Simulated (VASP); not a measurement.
# Ta (Pm-3m) in VASP: further runs

Runs on Ta. Level: LDA. Tasks: single point.

Everything below comes from runs of VASP 6.6.1. Logs are shortened: lines on timing, memory, paths and dates and some standing lists are left out, and cuts for length are marked.

## Step 1: The cell of the first run

Symmetry: Pm-3m, No. 221, cubic system. Conventional cell: a = 2.590 Å, b = 2.590 Å, c = 2.590 Å, α = 90.00°, β = 90.00°, γ = 90.00°. Within 3.4 Å of Ta (site symmetry m-3m) lie 6 Ta at 2.59 Å.

## Step 2: Single point, LDA (volume scaled by 0.9)

File INCAR:

```
PREC = Accurate
ENCUT = 520
EDIFF = 1E-6
ISMEAR = -1
SIGMA = 0.05
LREAL = F
LASPH = T
NELM = 100
ALGO = Normal
ISIF = 2
LWAVE = F
LCHARG = T
GGA = CA
LELF = T
LVHAR = T
NBANDS = 12
```

File KPOINTS:

```
Automatic mesh
0
Gamma
  14 14 14
```

File POSCAR:

```
Ta
1.0
    2.5903667855      0.0000000000      0.0000000000
    0.0000000000      2.5903667855      0.0000000000
    0.0000000000      0.0000000000      2.5903667855
Ta
1
Direct
    0.0000000000      0.0000000000      0.0000000000
```

Potentials or basis: VASP PAW LDA potentials, release 64 (Ta_pv).

Started as:

```sh
cat potpaw_LDA.64/Ta_pv/POTCAR > POTCAR
mpirun -np 1 vasp_std > vasp.out
```

OUTCAR:

```text
PREC = Accurate
   ENCUT = 520
   EDIFF = 1E-6
   ISMEAR = -1
   LREAL = F
   LASPH = T
   NELM = 100
   ISIF = 2
   GGA = CA

 ion  position               nearest neighbor table
   1  0.000  0.000  0.000-

  LATTYP: Found a simple cubic cell.
 ALAT       =     2.5903667855

  Lattice vectors:

 A1 = (   2.5903667855,   0.0000000000,   0.0000000000)
 A2 = (   0.0000000000,   2.5903667855,   0.0000000000)
 A3 = (   0.0000000000,   0.0000000000,   2.5903667855)

Analysis of symmetry for initial positions (statically):
=====================================================================
 Subroutine PRICEL returns:
 Original cell was already a primitive cell.

 Routine SETGRP: Setting up the symmetry group for a
 simple cubic supercell.

 Subroutine GETGRP returns: Found 48 space group operations
 (whereof 48 operations were pure point group operations)
 out of a pool of 48 trial point group operations.

The static configuration has the point symmetry O_h .

Analysis of symmetry for dynamics (positions and initial velocities):
=====================================================================
 Subroutine PRICEL returns:
 Original cell was already a primitive cell.

 Routine SETGRP: Setting up the symmetry group for a
 simple cubic supercell.

 Subroutine GETGRP returns: Found 48 space group operations
 (whereof 48 operations were pure point group operations)
 out of a pool of 48 trial point group operations.

The dynamic configuration has the point symmetry O_h .

 Subroutine INISYM returns: Found 48 space group operations
 (whereof 48 operations are pure point group operations),
 and found     1 'primitive' translations

----------------------------------------------------------------------------------------

                                     Primitive cell

  volume of cell :      17.3814

  direct lattice vectors                    reciprocal lattice vectors
     2.590366786  0.000000000  0.000000000     0.386045716  0.000000000  0.000000000
     0.000000000  2.590366786  0.000000000     0.000000000  0.386045716  0.000000000
     0.000000000  0.000000000  2.590366786     0.000000000  0.000000000  0.386045716

  length of vectors
     2.590366786  2.590366786  2.590366786     0.386045716  0.386045716  0.386045716

  position of ions in fractional coordinates (direct lattice)
     0.000000000  0.000000000  0.000000000

  ion indices of the primitive-cell ions
   primitive index   ion index
                 1           1

----------------------------------------------------------------------------------------

 KPOINTS: Automatic mesh

Automatic generation of k-mesh.
 Grid dimensions read from file:
 generate k-points for:   14   14   14

 Generating k-lattice:

  Cartesian coordinates                     Fractional coordinates (reciprocal lattice)
     0.027574694  0.000000000  0.000000000     0.071428571  0.000000000  0.000000000
     0.000000000  0.027574694  0.000000000     0.000000000  0.071428571  0.000000000
     0.000000000  0.000000000  0.027574694     0.000000000  0.000000000  0.071428571

  Length of vectors
     0.027574694  0.027574694  0.027574694

  Shift w.r.t. Gamma in fractional coordinates (k-lattice)
     0.000000000  0.000000000  0.000000000

 Subroutine IBZKPT returns following result:
 ===========================================

 Found    120 irreducible k-points:

 Following reciprocal coordinates:
            Coordinates               Weight
  0.000000  0.000000  0.000000      1.000000
  0.071429  0.000000  0.000000      6.000000
  0.142857  0.000000  0.000000      6.000000
  0.214286  0.000000  0.000000      6.000000
  0.285714  0.000000  0.000000      6.000000
  0.357143  0.000000  0.000000      6.000000
[... 16 lines left out ...]
  0.285714  0.214286  0.000000     24.000000
  0.357143  0.214286  0.000000     24.000000
 [... further k-points ...]
   k-points           NKPTS =    120   k-points in BZ     NKDIM =    120   number of bands    NBANDS=     12
   number of dos      NEDOS =    301   number of ions     NIONS =      1
   total plane-waves  NPLWV =   8000
   dimension x,y,z NGX =    20 NGY =   20 NGZ =   20
   dimension x,y,z NGXF=    40 NGYF=   40 NGZF=   40
   ions per type =               1
   NGX,Y,Z   is equivalent  to a cutoff of  12.84, 12.84, 12.84 a.u.
   NGXF,Y,Z  is equivalent  to a cutoff of  25.67, 25.67, 25.67 a.u.
 SYSTEM =  unknown system
   PREC   = accura    normal or accurate (medium, high low for compatibility)
   ISTART =      0    job   : 0-new  1-cont  2-samecut
   ICHARG =      2    charge: 1-file 2-atom 10-const
   ISPIN  =      1    spin polarized calculation?
   LNONCOLLINEAR =      F non collinear calculations
   LSORBIT =      F    spin-orbit coupling
   LASPH  =      T    aspherical Exc in radial PAW
   ENCUT  =  520.0 eV  38.22 Ry    6.18 a.u.   4.82  4.82  4.82*2*pi/ulx,y,z
   NELM   =    100;   NELMIN=  2; NELMDL= -5     # of ELM steps
   EDIFF  = 0.1E-05   stopping-criterion for ELM
   LREAL  =      F    real-space projection
   EDIFFG = 0.1E-04   stopping-criterion for IOM
   NSW    =      0    number of steps for IOM
   IBRION =     -1    ionic relax: 0-MD 1-quasi-New 2-CG
   NFREE  =      0    steps in history (QN), initial steepest desc. (CG)
   ISIF   =      2    stress and relaxation
   ISYM   =      2    0-nonsym 1-usesym 2-fastsym
   POTIM  = 0.5000    time-step for ionic-motion
   TEBEG  =    0.0;   TEEND  =   0.0 temperature during run
   PSTRESS=    0.0 pullay stress
   NELECT =      11.0000    total number of electrons
   NUPDOWN=      -1.0000    fix difference up-down
   EMIN   =  10.00;   EMAX   =-10.00  energy-range for DOS
   EFERMI =   0.00;   METHOD = LEGACY
   ISMEAR =    -1;   SIGMA  =   0.05  broadening in eV -4-tet -1-fermi 0-gaus
   EFERMI_NEDOS =   21; number of points for ismear=-14 and -15
   IALGO  =     38    algorithm
   IMIX   =      4    mixing-type and parameters
     AMIX     =   0.40;   BMIX     =  1.00
     AMIX_MAG =   1.60;   BMIX_MAG =  1.00
  volume/ion in A,a.u.               =      17.38       117.30
  Fermi-wavevector in a.u.,A,eV,Ry     =   1.405544  2.656093 26.879045  1.975554
  Thomas-Fermi vector in A             =   2.527995
   LORBIT       =      0    0 simple, 1 ext, 2 COOP (PROOUT), +10 PAW based schemes
   GGA     = CA    functional components
   LHFCALC =     F    Hartree Fock is set to
   AEXX    =    0.0000 exact exchange contribution
   IVDW    =     0    specifies the selected vdW correction
   LEPSILON=     F    determine dielectric tensor
   LRPA    =     F    only Hartree local field effects (RPA)
 non-spin polarized calculation
  energy-cutoff  :      520.00
  volume of cell :       17.38
 maximum number of plane-waves:       480
 NGX is ok and might be reduce to    20
   NGX =  9   NGY =  9   NGZ =  9

 number of electron      11.0000003 magnetization

 Free energy of the ion-electron system (eV)
  ---------------------------------------------------
  ext. energy  EPLUGINS =         0.00000000
  ---------------------------------------------------
  free energy    TOTEN  =       -11.56357944 eV

  energy without entropy =      -11.55641945  energy(sigma->0) =      -11.55999944

 E-fermi :   5.7615     XC(G=0): -12.8573

 val. band max:        5.7502491648   @ k =   0.4286   0.3571   0.2143
 cond. band min:       5.7729148741   @ k =   0.4286   0.2857   0.2143
 fundamental gap:      0.0226657093
 Fermi energy:         5.7615052167

 k-point     1 :       0.0000    0.0000    0.0000
  band No.  band energies     occupation
      1     -26.9803      2.00000
      2     -26.9803      2.00000
      3     -26.9803      2.00000
      4      -2.0510      2.00000
      5       2.4231      2.00000
      6       2.4231      2.00000
      7      13.1201      0.00000
      8      13.1201      0.00000
      9      13.1201      0.00000
     10      19.5342      0.00000
     11      22.0398      0.00000
     12      22.0398      0.00000

 k-point     2 :       0.0714    0.0000    0.0000
  band No.  band energies     occupation
      1     -27.0906      2.00000
      2     -26.9711      2.00000
      3     -26.9711      2.00000
      4      -1.8624      2.00000
      5       2.4742      2.00000
      6       2.6392      2.00000
      7      12.7390      0.00000
      8      12.7390      0.00000
      9      13.1454      0.00000
     10      19.5322      0.00000
     11      21.1225      0.00000
     12      22.4889      0.00000

 k-point     3 :       0.1429    0.0000    0.0000
  band No.  band energies     occupation
      1     -27.3913      2.00000
      2     -26.9453      2.00000
      3     -26.9453      2.00000
      4      -1.3518      2.00000
      5       2.6207      2.00000
      6       3.2745      2.00000
      7      11.8259      0.00000
      8      11.8259      0.00000
      9      13.2169      0.00000
     10      19.3306      0.00000
     11      19.5825      0.00000
     12      23.5895      0.00000

 k-point     4 :       0.2143    0.0000    0.0000
  band No.  band energies     occupation
      1     -27.8062      2.00000
      2     -26.9079      2.00000
      3     -26.9079      2.00000
      4      -0.6439      2.00000
      5       2.8421      2.00000
      6       4.2435      2.00000
      7      10.7555      0.00000
      8      10.7555      0.00000
      9      13.3221      0.00000
     10      17.7582      0.00000
     11      19.5436      0.00000
     12      24.7217      0.00000

 k-point     5 :       0.2857    0.0000    0.0000
  band No.  band energies     occupation
      1     -28.2428      2.00000
      2     -26.8660      2.00000
      3     -26.8660      2.00000
      4       0.1423      2.00000
      5       3.1027      2.00000
      6       5.2889      1.99984
      7       9.7709      0.00000
      8       9.7709      0.00000
      9      13.4415      0.00000
     10      16.7471      0.00000
     11      19.5419      0.00000
     12      22.9856      0.00000
[... 228 lines left out ...]
      1     -28.9005      2.00000
      2     -27.1780      2.00000
      3     -26.7590      2.00000
      4       2.5103      2.00000
      5       4.3855      2.00000
      6       4.5005      2.00000
      7       8.5228      0.00000
      8       9.6275      0.00000
      9      12.5762      0.00000
     10      18.0550      0.00000
     11      19.5436      0.00000
     12      22.0055      0.00000

 k-point    22 :       0.2143    0.2143    0.0000
  band No.  band energies     occupation
      1     -27.7495      2.00000
      2     -27.6815      2.00000
      3     -26.8371      2.00000
      4       0.6886      2.00000
      5       3.8507      2.00000
      6       5.3310      1.99964
      7       8.4146      0.00000
      8      10.7718      0.00000
      9      11.4020      0.00000
     10      19.5168      0.00000
     11      19.7405      0.00000
     12      20.4504      0.00000

 k-point    23 :       0.2857    0.2143    0.0000
  band No.  band energies     occupation
      1     -28.1458      2.00000
      2     -27.6606      2.00000
      3     -26.7961      2.00000
      4       1.3586      2.00000
      5       3.9939      2.00000
      6       6.0341      0.00855
      7       8.2066      0.00000
      8      10.0544      0.00000
      9      11.3426      0.00000
     10      18.5330      0.00000
     11      19.5359      0.00000
     12      21.1930      0.00000

 k-point    24 :       0.3571    0.2143    0.0000
  band No.  band energies     occupation
      1     -28.5119      2.00000
      2     -27.6142      2.00000
      3     -26.7588      2.00000
      4       1.9993      2.00000
      5       3.8858      2.00000
      6       6.0048      0.01528
      7       9.1524      0.00000
      8       9.3379      0.00000
      9      11.4714      0.00000
     10      17.7526      0.00000
     11      19.5371      0.00000
     12      22.1569      0.00000

 [... further k-points ...]

------------------------ aborting loop because EDIFF is reached ----------------------------------------

  FORCE on cell =-STRESS in cart. coord.  units (eV):
  Direction    XX          YY          ZZ          XY          YZ          ZX
  --------------------------------------------------------------------------------------
  -------------------------------------------------------------------------------------
  Total        2.3799118      2.3799118      2.3799118      0.0000000     -0.0000000      0.0000000
  in kB      219.3752658    219.3752658    219.3752658      0.0000000     -0.0000000      0.0000000
  external PRESSURE =     219.3752658 kB  Pullay stress =       0.0000000 kB

 VOLUME and BASIS-vectors are now :
 -----------------------------------------------------------------------------
  energy-cutoff  :      520.00
  volume of cell :       17.38
      direct lattice vectors                 reciprocal lattice vectors
     2.590366786  0.000000000  0.000000000     0.386045716  0.000000000  0.000000000
     0.000000000  2.590366786  0.000000000     0.000000000  0.386045716  0.000000000
     0.000000000  0.000000000  2.590366786     0.000000000  0.000000000  0.386045716

 POSITION                                       TOTAL-FORCE (eV/Angst)
 -----------------------------------------------------------------------------------
      0.00000      0.00000      0.00000         0.000000      0.000000      0.000000
 -----------------------------------------------------------------------------------
    total drift:                                0.000000      0.000000      0.000000

  FREE ENERGIE OF THE ION-ELECTRON SYSTEM (eV)
  ---------------------------------------------------
  free  energy   TOTEN  =       -11.5635794350 eV

  energy  without entropy=      -11.5564194475  energy(sigma->0) =      -11.55999944
```

It took 7.9 s on 1 thread of Intel Xeon Platinum 8559C (Emerald Rapids), shared host; peak memory 0.13 GiB.

What came out:

```
Free energy : -11.5636 eV
Pressure    : 21.9 GPa
```

Caveat: the cell differs from its parent crystal (volume scaled by 0.9); spin-orbit coupling is left out, which moves the levels of the heavy elements.

## Step 3: Single point, LDA

This run uses another cell than the first one, of 19.31 Å³/atom, 1.111 times its volume.

File INCAR:

```
PREC = Accurate
ENCUT = 520
EDIFF = 1E-6
ISMEAR = -1
SIGMA = 0.05
LREAL = False
LASPH = True
NELM = 60
ALGO = Normal
ISIF = 2
LWAVE = False
LCHARG = False
NBANDS = 12
```

KPOINTS is that of step 2.

File POSCAR:

```
Ta
1.0
    2.6829572927      0.0000000000      0.0000000000
    0.0000000000      2.6829572927      0.0000000000
    0.0000000000      0.0000000000      2.6829572927
Ta
1
Direct
    0.0000000000      0.0000000000      0.0000000000
```

Potentials or basis: VASP PAW LDA potentials, release 64 (Ta_pv).

Started as:

```sh
cat potpaw_LDA.64/Ta_pv/POTCAR > POTCAR
mpirun -np 1 vasp_std > vasp.out
```

Wall time 7.8 s (1 thread of Intel Xeon Platinum 8559C (Emerald Rapids), shared host); peak memory 0.13 GiB.

The run converged. Its results:

```yaml
Free_energy: -11.6888 eV
Pressure: 0.6 GPa
```

Levels at points of the mesh, in eV from the Fermi level:
```csv
k point,band 3,band 4,band 5,band 6,band 7,band 8,band 9,band 10
"(0.00, 0.00, 0.00)",-33.06,-7.42,-2.87,-2.87,6.52,6.52,6.52,13.51
"(0.50, 0.00, 0.00)",-32.92,-3.84,-1.83,0.23,2.44,2.44,6.97,10.87
"(0.50, 0.50, 0.00)",-32.79,-4.35,-1.46,3.29,3.29,5.63,5.63,9.36
"(0.50, 0.50, 0.50)",-34.12,-2.61,-2.61,-2.61,7.70,9.67,9.67,12.44
```

Caveat: spin-orbit coupling is left out, which moves the levels of the heavy elements.
